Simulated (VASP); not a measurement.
# CaF2 (Fm-3m) in VASP: a series of runs, part 2 of 2

VASP 6.6.1. The steps go on from the part before.

**3. Single point, r2SCAN (volume scaled by 0.91)**

POSCAR

```
CaF2
1.0
    0.0000000000      2.6352902674      2.6352902674
    2.6352902674      0.0000000000      2.6352902674
    2.6352902674      2.6352902674      0.0000000000
Ca F
1 2
Direct
    0.0000000000      0.0000000000      0.0000000000
    0.2500000000      0.2500000000      0.2500000000
    0.7500000000      0.7500000000      0.7500000000
```

INCAR.step1

```
  PREC = Accurate
  ENCUT = 660
  ISMEAR = 0
  SIGMA = 0.02
  LREAL = False
  LASPH = True
  NELM = 120
  NBANDS = 19
  GGA = PE
  ALGO = Normal
  EDIFF = 1E-5
  LWAVE = True
  LCHARG = False
  GGA_COMPAT = False
```

INCAR.step2

```
  PREC = Accurate
  ENCUT = 660
  EDIFF = 1E-6
  ISMEAR = 0
  SIGMA = 0.02
  LREAL = False
  LASPH = True
  NELM = 120
  ALGO = Normal
  ISIF = 2
  LWAVE = False
  LCHARG = True
  METAGGA = R2SCAN
  LMIXTAU = True
  LELF = True
  LVHAR = True
  NBANDS = 19
  ISTART = 1
  GGA_COMPAT = False
```

KPOINTS

```
Automatic mesh
0
Gamma
  8 8 8
```

Potentials or basis: VASP PAW PBE potentials, release 64 (Ca_sv, F).

Run with:

```console
cat potpaw_PBE.64/Ca_sv/POTCAR potpaw_PBE.64/F/POTCAR > POTCAR
cp INCAR.step1 INCAR
mpirun -np 1 vasp_std > vasp.out
cp INCAR.step2 INCAR
mpirun -np 1 vasp_std > vasp.out
```

OUTCAR:

```text
PREC = Accurate
   ENCUT = 660
   EDIFF = 1E-6
   ISMEAR = 0
   LREAL = False
   LASPH = True
   NELM = 120
   ISIF = 2
   METAGGA = R2SCAN
   ISTART = 1

 ion  position               nearest neighbor table
   1  0.000  0.000  0.000-   3 2.28   3 2.28   3 2.28   2 2.28   3 2.28   2 2.28   2 2.28   2 2.28

   2  0.250  0.250  0.250-   1 2.28   1 2.28   1 2.28   1 2.28
   3  0.750  0.750  0.750-   1 2.28   1 2.28   1 2.28   1 2.28

  LATTYP: Found a face centered cubic cell.
 ALAT       =     5.2705805348

  Lattice vectors:

 A1 = (   0.0000000000,   2.6352902674,   2.6352902674)
 A2 = (   2.6352902674,   0.0000000000,   2.6352902674)
 A3 = (   2.6352902674,   2.6352902674,   0.0000000000)

Analysis of symmetry for initial positions (statically):
=====================================================================
 Subroutine PRICEL returns:
 Original cell was already a primitive cell.

 Routine SETGRP: Setting up the symmetry group for a
 face centered cubic supercell.

 Subroutine GETGRP returns: Found 48 space group operations
 (whereof 48 operations were pure point group operations)
 out of a pool of 48 trial point group operations.

The static configuration has the point symmetry O_h .

Analysis of symmetry for dynamics (positions and initial velocities):
=====================================================================
 Subroutine PRICEL returns:
 Original cell was already a primitive cell.

 Routine SETGRP: Setting up the symmetry group for a
 face centered cubic supercell.

 Subroutine GETGRP returns: Found 48 space group operations
 (whereof 48 operations were pure point group operations)
 out of a pool of 48 trial point group operations.

The dynamic configuration has the point symmetry O_h .

[... 113 lines left out ...]
   EMIN   =  10.00;   EMAX   =-10.00  energy-range for DOS
   EFERMI =   0.00;   METHOD = LEGACY
   ISMEAR =     0;   SIGMA  =   0.02  broadening in eV -4-tet -1-fermi 0-gaus
   EFERMI_NEDOS =   21; number of points for ismear=-14 and -15
   IALGO  =     38    algorithm
   IMIX   =      4    mixing-type and parameters
     AMIX     =   0.40;   BMIX     =  1.00
     AMIX_MAG =   1.60;   BMIX_MAG =  1.00
  volume/ion in A,a.u.               =      12.20        82.34
  Fermi-wavevector in a.u.,A,eV,Ry     =   1.422242  2.687647 27.521482  2.022772
  Thomas-Fermi vector in A             =   2.542966
   LORBIT       =      0    0 simple, 1 ext, 2 COOP (PROOUT), +10 PAW based schemes
   METAGGA = R2SCAN    functional components
   LHFCALC =     F    Hartree Fock is set to
   AEXX    =    0.0000 exact exchange contribution
   IVDW    =     0    specifies the selected vdW correction
   LEPSILON=     F    determine dielectric tensor
   LRPA    =     F    only Hartree local field effects (RPA)
 non-spin polarized calculation
 Gauss-broadening in eV      SIGMA  =   0.02
  energy-cutoff  :      660.00
  volume of cell :       36.60
 maximum number of plane-waves:      1424
   NGX = 15   NGY = 15   NGZ = 15

 number of electron      24.0000006 magnetization

 Free energy of the ion-electron system (eV)
  ---------------------------------------------------
  ext. energy  EPLUGINS =         0.00000000
  ---------------------------------------------------
  free energy    TOTEN  =       -25.82467736 eV

  energy without entropy =      -25.82467736  energy(sigma->0) =      -25.82467736

 E-fermi :  -0.7141     XC(G=0): -10.8315

 val. band max:       -0.9416306635   @ k =   0.5000   0.5000   0.0000
 cond. band min:       7.6674411204   @ k =   0.0000   0.0000   0.0000
 fundamental gap:      8.6090717839
 Fermi energy:        -0.7141299873

 k-point     1 :       0.0000    0.0000    0.0000
  band No.  band energies     occupation
      1     -37.6808      2.00000
      2     -22.2770      2.00000
      3     -21.3626      2.00000
      4     -17.7375      2.00000
      5     -17.7375      2.00000
      6     -17.7375      2.00000
[... 505 lines left out ...]
      6     -17.3144      2.00000
[... 11 lines left out ...]
     18      13.0444      0.00000
     19      15.7353      0.00000

 [... further k-points ...]

------------------------ aborting loop because EDIFF is reached ----------------------------------------

  FORCE on cell =-STRESS in cart. coord.  units (eV):
  Direction    XX          YY          ZZ          XY          YZ          ZX
  --------------------------------------------------------------------------------------
  -------------------------------------------------------------------------------------
  Total        2.5623273      2.5623273      2.5623273      0.0000000     -0.0000000      0.0000000
  in kB      112.1578856    112.1578856    112.1578856      0.0000000     -0.0000000      0.0000000
  external PRESSURE =     112.1578856 kB  Pullay stress =       0.0000000 kB

 VOLUME and BASIS-vectors are now :
 -----------------------------------------------------------------------------
  energy-cutoff  :      660.00
  volume of cell :       36.60
      direct lattice vectors                 reciprocal lattice vectors
     0.000000000  2.635290267  2.635290267    -0.189732420  0.189732420  0.189732420
     2.635290267  0.000000000  2.635290267     0.189732420 -0.189732420  0.189732420
     2.635290267  2.635290267  0.000000000     0.189732420  0.189732420 -0.189732420

 POSITION                                       TOTAL-FORCE (eV/Angst)
 -----------------------------------------------------------------------------------
      0.00000      0.00000      0.00000         0.000000      0.000000      0.000000
      1.31765      1.31765      1.31765         0.000000     -0.000000      0.000000
      3.95294      3.95294      3.95294        -0.000000      0.000000     -0.000000
 -----------------------------------------------------------------------------------
    total drift:                                0.000000     -0.000000      0.000000

  FREE ENERGIE OF THE ION-ELECTRON SYSTEM (eV)
  ---------------------------------------------------
  free  energy   TOTEN  =       -25.8246773647 eV

  energy  without entropy=      -25.8246773647  energy(sigma->0) =      -25.82467736
```

OUTCAR.step1:

```text
PREC = Accurate
   ENCUT = 660
   ISMEAR = 0
   LREAL = False
   LASPH = True
[... 753 lines left out ...]
      0.00000      0.00000      0.00000         0.000000      0.000000     -0.000000
      1.31765      1.31765      1.31765        -0.000000     -0.000000     -0.000000
      3.95294      3.95294      3.95294         0.000000      0.000000      0.000000
 -----------------------------------------------------------------------------------
    total drift:                                0.000000     -0.000000      0.000000

  FREE ENERGIE OF THE ION-ELECTRON SYSTEM (eV)
  ---------------------------------------------------
  free  energy   TOTEN  =       -17.1231270634 eV

  energy  without entropy=      -17.1231270634  energy(sigma->0) =      -17.12312706
```

Wall time 2.1 min (1 thread of Intel Xeon 8259CL, shared host); peak memory 0.2 GiB.

Results:

| Property | Result |
| --- | --- |
| Free energy | -25.8247 eV |
| Pressure | 11.2 GPa |
| Band gap on the k mesh | 8.61 eV, indirect (least direct gap 8.88 eV) |

Caveat: the PAW data sets were made with another functional, which shifts forces and pressure a little. A k mesh can miss the band edges.
